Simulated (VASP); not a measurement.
# Al (I4/mmm) in VASP: further runs

Al is run at these levels: PBEsol; tasks: single point.

Everything below comes from runs of VASP 6.6.1. Logs are shortened: lines on timing, memory, paths and dates and some standing lists are left out, and cuts for length are marked.

## 1. The cell of the first run

Symmetry: I4/mmm, No. 139, tetragonal system. The conventional cell has a = 3.342 Å, b = 3.342 Å, c = 3.182 Å, α = 90.00°, β = 90.00°, γ = 90.00°. Within 3.8 Å of Al (site symmetry 4/mmm) lie 14 Al at 2.85 to 3.34 Å.

## 2. Single point, PBEsol (strain +0.050 along x and y, +0.000 along z)

INCAR reads:

```
PREC = Accurate
ENCUT = 520
EDIFF = 1E-6
ISMEAR = 0
SIGMA = 0.15
LREAL = F
LASPH = T
NELM = 100
ALGO = Normal
ISIF = 2
LWAVE = F
LCHARG = F
GGA = PS
NBANDS = 8
```

KPOINTS reads:

```
regular mesh
0
Gamma
  20 20 20
```

POSCAR reads:

```
Al
1.0
   -1.6707796245      1.6707796245      1.5912186900
    1.6707796245     -1.6707796245      1.5912186900
    1.6707796245      1.6707796245     -1.5912186900
Al
1
Direct
    0.0000000000      0.0000000000      0.0000000000
```

Potentials or basis: VASP PAW PBE potentials, release 64 (Al).

The run is started by

```console
cat potpaw_PBE.64/Al/POTCAR > POTCAR
mpirun -np 1 vasp_std > vasp.out
```

OUTCAR:

```text
PREC = Accurate
   ENCUT = 520
   EDIFF = 1E-6
   ISMEAR = 0
   LREAL = F
   LASPH = T
   NELM = 100
   ISIF = 2
   GGA = PS

 ion  position               nearest neighbor table
   1  0.000  0.000  0.000-

  LATTYP: Found a body centered tetragonal cell.
 ALAT       =     3.3415592490
 C/A-ratio  =     0.9523809524

  Lattice vectors:

 A1 = (  -1.6707796245,   1.6707796245,   1.5912186900)
 A2 = (   1.6707796245,  -1.6707796245,   1.5912186900)
 A3 = (   1.6707796245,   1.6707796245,  -1.5912186900)

Analysis of symmetry for initial positions (statically):
=====================================================================
 Subroutine PRICEL returns:
 Original cell was already a primitive cell.

 Routine SETGRP: Setting up the symmetry group for a
 body centered tetragonal supercell.

 Subroutine GETGRP returns: Found 16 space group operations
 (whereof 16 operations were pure point group operations)
 out of a pool of 16 trial point group operations.

The static configuration has the point symmetry D_4h.

Analysis of symmetry for dynamics (positions and initial velocities):
=====================================================================
 Subroutine PRICEL returns:
 Original cell was already a primitive cell.

 Routine SETGRP: Setting up the symmetry group for a
 body centered tetragonal supercell.

 Subroutine GETGRP returns: Found 16 space group operations
 (whereof 16 operations were pure point group operations)
 out of a pool of 16 trial point group operations.

The dynamic configuration has the point symmetry D_4h.

 Subroutine INISYM returns: Found 16 space group operations
 (whereof 16 operations are pure point group operations),
 and found     1 'primitive' translations

----------------------------------------------------------------------------------------

                                     Primitive cell

  volume of cell :      17.7676

  direct lattice vectors                    reciprocal lattice vectors
    -1.670779624  1.670779624  1.591218690     0.000000000  0.299261490  0.314224565
     1.670779624 -1.670779624  1.591218690     0.299261490  0.000000000  0.314224565
     1.670779624  1.670779624 -1.591218690     0.299261490  0.299261490  0.000000000

  length of vectors
     2.848681454  2.848681454  2.848681454     0.433929161  0.433929161  0.423219658

  position of ions in fractional coordinates (direct lattice)
     0.000000000  0.000000000  0.000000000

[... 76 lines left out ...]
   LREAL  =      F    real-space projection
   EDIFFG = 0.1E-04   stopping-criterion for IOM
   NSW    =      0    number of steps for IOM
   IBRION =     -1    ionic relax: 0-MD 1-quasi-New 2-CG
   NFREE  =      0    steps in history (QN), initial steepest desc. (CG)
   ISIF   =      2    stress and relaxation
   ISYM   =      2    0-nonsym 1-usesym 2-fastsym
   POTIM  = 0.5000    time-step for ionic-motion
   TEBEG  =    0.0;   TEEND  =   0.0 temperature during run
   PSTRESS=    0.0 pullay stress
   NELECT =       3.0000    total number of electrons
   NUPDOWN=      -1.0000    fix difference up-down
   EMIN   =  10.00;   EMAX   =-10.00  energy-range for DOS
   EFERMI =   0.00;   METHOD = LEGACY
   ISMEAR =     0;   SIGMA  =   0.15  broadening in eV -4-tet -1-fermi 0-gaus
   EFERMI_NEDOS =   21; number of points for ismear=-14 and -15
   IALGO  =     38    algorithm
   IMIX   =      4    mixing-type and parameters
     AMIX     =   0.40;   BMIX     =  1.00
     AMIX_MAG =   1.60;   BMIX_MAG =  1.00
  volume/ion in A,a.u.               =      17.77       119.90
  Fermi-wavevector in a.u.,A,eV,Ry     =   0.904842  1.709903 11.139609  0.818738
  Thomas-Fermi vector in A             =   2.028337
   LORBIT       =      0    0 simple, 1 ext, 2 COOP (PROOUT), +10 PAW based schemes
   GGA     = PS    functional components
   LHFCALC =     F    Hartree Fock is set to
   AEXX    =    0.0000 exact exchange contribution
   IVDW    =     0    specifies the selected vdW correction
   LEPSILON=     F    determine dielectric tensor
   LRPA    =     F    only Hartree local field effects (RPA)
 non-spin polarized calculation
 Gauss-broadening in eV      SIGMA  =   0.15
  energy-cutoff  :      520.00
  volume of cell :       17.77
 maximum number of plane-waves:       490
 NGX is ok and might be reduce to    24
   NGX = 11   NGY = 11   NGZ = 11

 number of electron       3.0000000 magnetization

 Free energy of the ion-electron system (eV)
  ---------------------------------------------------
  ext. energy  EPLUGINS =         0.00000000
  ---------------------------------------------------
  free energy    TOTEN  =        -3.98138221 eV

  energy without entropy =       -3.97625274  energy(sigma->0) =       -3.97881747

 E-fermi :   7.1883     XC(G=0):  -9.9933

 val. band max:        7.1859397536   @ k =  -0.1000  -0.3500   0.0500
 cond. band min:       7.1926833548   @ k =  -0.4500  -0.4500   0.3500
 fundamental gap:      0.0067436012
 Fermi energy:         7.1883441641

 k-point     1 :       0.0000    0.0000    0.0000
  band No.  band energies     occupation
      1      -3.4241      2.00000
      2      19.3015      0.00000
      3      20.4036      0.00000
      4      20.4036      0.00000
      5      20.5897      0.00000
      6      20.5897      0.00000
      7      21.1709      0.00000
      8      22.2522      0.00000
[... 243 lines left out ...]
 k-point    24 :      -0.3500    0.0500   -0.0000
  band No.  band energies     occupation
      1      -0.4785      2.00000
      2       8.9095      0.00000
      3      14.1747      0.00000
      4      15.7953      0.00000
      5      17.4275      0.00000
      6      19.3582      0.00000
      7      25.0026      0.00000
      8      25.9664      0.00000

 [... further k-points ...]

------------------------ aborting loop because EDIFF is reached ----------------------------------------

  FORCE on cell =-STRESS in cart. coord.  units (eV):
  Direction    XX          YY          ZZ          XY          YZ          ZX
  --------------------------------------------------------------------------------------
  -------------------------------------------------------------------------------------
  Total       -0.4254076     -0.4254076     -0.6056559      0.0000000     -0.0000000      0.0000000
  in kB      -38.3608001    -38.3608001    -54.6145462      0.0000000     -0.0000000      0.0000000
  external PRESSURE =     -43.7787155 kB  Pullay stress =       0.0000000 kB

 VOLUME and BASIS-vectors are now :
 -----------------------------------------------------------------------------
  energy-cutoff  :      520.00
  volume of cell :       17.77
      direct lattice vectors                 reciprocal lattice vectors
    -1.670779624  1.670779624  1.591218690     0.000000000  0.299261490  0.314224565
     1.670779624 -1.670779624  1.591218690     0.299261490  0.000000000  0.314224565
     1.670779624  1.670779624 -1.591218690     0.299261490  0.299261490  0.000000000

 POSITION                                       TOTAL-FORCE (eV/Angst)
 -----------------------------------------------------------------------------------
      0.00000      0.00000      0.00000         0.000000      0.000000      0.000000
 -----------------------------------------------------------------------------------
    total drift:                                0.000000     -0.000000      0.000000

  FREE ENERGIE OF THE ION-ELECTRON SYSTEM (eV)
  ---------------------------------------------------
  free  energy   TOTEN  =        -3.9813822078 eV

  energy  without entropy=       -3.9762527351  energy(sigma->0) =       -3.97881747
```

OSZICAR:

```text
N       E                     dE             d eps       ncg     rms          rms(c)
DAV:   1    -0.267660937267E+01   -0.26766E+01   -0.83847E+02 10280   0.202E+02
DAV:   2    -0.400194427902E+01   -0.13253E+01   -0.12773E+01 14336   0.178E+01
DAV:   3    -0.400918458486E+01   -0.72403E-02   -0.72356E-02 12392   0.145E+00
DAV:   4    -0.400920566140E+01   -0.21077E-04   -0.21077E-04 15528   0.719E-02
DAV:   5    -0.400920571979E+01   -0.58392E-07   -0.58070E-07 12648   0.257E-03    0.122E+00
DAV:   6    -0.399237628737E+01    0.16829E-01   -0.30633E-03 11464   0.219E-01    0.692E-01
DAV:   7    -0.398139877596E+01    0.10978E-01   -0.80705E-03 11568   0.344E-01    0.145E-01
DAV:   8    -0.398138276008E+01    0.16016E-04   -0.29308E-05 14096   0.374E-02    0.393E-03
DAV:   9    -0.398138220779E+01    0.55229E-06   -0.44645E-07 12936   0.276E-03
   1 F= -.39813822E+01 E0= -.39788175E+01  d E =-.512947E-02
```

stdout:

```text
POSCAR found type information on POSCAR Al
 POSCAR found :  1 types and       1 ions
 scaLAPACK will be used
 -----------------------------------------------------------------------------
|                                                                             |
|                                                                             |
|     You enforced a specific xc type in the INCAR file but a different       |
|     I HOPE YOU KNOW WHAT YOU ARE DOING!                                     |
|                                                                             |
 -----------------------------------------------------------------------------

 LDA part: xc-table for (Slater+PW92), standard interpolation
 POSCAR, INCAR and KPOINTS ok, starting setup
 FFT: planning ... GRIDC
 FFT: planning ... GRID_SOFT
 FFT: planning ... GRID
 WAVECAR not read
 entering main loop
```

It took 20 s on 1 thread of Intel Xeon 6975P-C (Granite Rapids), shared host; peak memory 0.19 GiB.

Results:

| Quantity | Value |
| --- | --- |
| Free energy | -3.9814 eV |
| Pressure | -4.4 GPa |

Levels at points of the mesh, in eV from the Fermi level:
```tsv
k point	band 1	band 2	band 3	band 4	band 5	band 6
(0.00, 0.00, 0.00)	-10.61	12.11	13.22	13.22	13.40	13.40
(0.50, 0.00, 0.00)	-3.95	-3.61	7.36	7.79	9.10	10.64
(0.50, 0.50, 0.00)	-4.18	-4.06	8.23	8.78	10.24	11.18
(0.50, 0.50, 0.50)	1.34	1.34	2.64	2.85	3.05	5.07
```

Caveat: the cell differs from its parent crystal (strain +0.050 along x and y, +0.000 along z); the PAW data sets were made with another functional, which shifts forces and pressure a little.

## 3. Single point, PBEsol (strain +0.025 along x and y, +0.050 along z)

INCAR reads:

```
SYSTEM = Al
  PREC = Accurate
  ENCUT = 520
  EDIFF = 1E-6
  ISMEAR = 0
  SIGMA = 0.15
  LREAL = .False.
  LASPH = .True.
  NELM = 60
  ALGO = Normal
  ISIF = 2
  LWAVE = .False.
  LCHARG = .False.
  GGA = PS
  NBANDS = 8
```

KPOINTS reads:

```
Automatic mesh
0
Gamma
  20 20 20
  0 0 0
```

POSCAR reads:

```
Al
1.0
   -1.6309991572      1.6309991572      1.6707796245
    1.6309991572     -1.6309991572      1.6707796245
    1.6309991572      1.6309991572     -1.6707796245
Al
1
Direct
    0.0000000000      0.0000000000      0.0000000000
```

Potentials or basis: VASP PAW PBE potentials, release 64 (Al).

The run is started by

```console
cat potpaw_PBE.64/Al/POTCAR > POTCAR
mpirun -np 1 vasp_std > vasp.out
```

It took 22 s on 1 thread of Intel Xeon 6975P-C (Granite Rapids), shared host; peak memory 0.19 GiB.

The run converged. Its results:

```yaml
Free_energy: -3.9793 eV
Pressure: -4.3 GPa
```

Stress tensor (GPa, compression positive):
```
-4.61  0.00  0.00
 0.00 -4.61  0.00
 0.00  0.00 -3.81
```

Levels at points of the mesh, in eV from the Fermi level:
```
           k point  band 1  band 2  band 3  band 4
(0.00, 0.00, 0.00)  -10.60   12.65   12.65   13.18
(0.50, 0.00, 0.00)   -4.06   -3.83    7.77    8.27
(0.50, 0.50, 0.00)   -3.95   -3.62    7.35    7.79
(0.50, 0.50, 0.50)    1.36    1.98    1.98    2.91
```

Caveat: the cell differs from its parent crystal (strain +0.025 along x and y, +0.050 along z); the PAW data sets were made with another functional, which shifts forces and pressure a little.

## 4. Single point, PBEsol (strain +0.050 along x and y, +0.025 along z)

INCAR reads:

```
  ALGO = Fast
  EDIFF = 1E-6
  ENCUT = 520
  GGA = PS
  ISIF = 2
  ISMEAR = 0
  LASPH = True
  LCHARG = True
  LELF = True
  LREAL = False
  LVHAR = True
  LWAVE = False
  NBANDS = 8
  NELM = 80
  PREC = Accurate
  SIGMA = 0.15
```

KPOINTS reads:

```
k-points
0
Gamma
  20 20 20
```

POSCAR reads:

```
Al
1.0
   -1.6707796245      1.6707796245      1.6309991572
    1.6707796245     -1.6707796245      1.6309991572
    1.6707796245      1.6707796245     -1.6309991572
Al
1
Direct
    0.0000000000      0.0000000000      0.0000000000
```

The run is started by

```console
cat potpaw_PBE.64/Al/POTCAR > POTCAR
mpirun -np 1 vasp_std > vasp.out
```

It took 33 s on 1 thread of Intel Xeon 6975P-C (Granite Rapids), shared host; peak memory 0.2 GiB.

The run converged. Its results:

| Item | Value |
| --- | --- |
| Free energy | -3.9657 eV |
| Pressure | -5.6 GPa |

Stress tensor (GPa, compression positive):
```
-5.41  0.00  0.00
 0.00 -5.41  0.00
 0.00  0.00 -5.84
```

Levels at points of the mesh, in eV from the Fermi level:
```csv
k point,band 1,band 2,band 3,band 4
"(0.00, 0.00, 0.00)",-10.44,12.34,12.87,12.87
"(0.50, 0.00, 0.00)",-3.90,-3.66,7.32,7.90
"(0.50, 0.50, 0.00)",-4.00,-3.88,7.74,8.37
"(0.50, 0.50, 0.50)",1.53,1.53,2.15,3.01
```

Caveat: the cell differs from its parent crystal (strain +0.050 along x and y, +0.025 along z); the PAW data sets were made with another functional, which shifts forces and pressure a little.

## 5. The runs side by side

```csv
cell,gap on the mesh (eV),pressure (GPa)
"a = 2.849 Å, angles 108.2, 108.2, 112.1°, 1 atom",none,-4.4
"a = 2.848 Å, angles 110.1, 110.1, 108.2°, 1 atom",none,-4.3
"a = 2.871 Å, angles 108.8, 108.8, 110.8°, 1 atom",none,-5.6
```

Alike in all rows: task single point; level PBEsol; potentials or basis VASP PAW PBE potentials, release 64 (Al); no spin polarisation; k mesh 20 × 20 × 20; cutoff (eV) 520; smearing gaussian 0.15 eV.

Caveats: the PAW data sets were made with another functional, which shifts forces and pressure a little.

Total energies depend on the potentials used, so only differences within one code and one set of settings carry meaning.
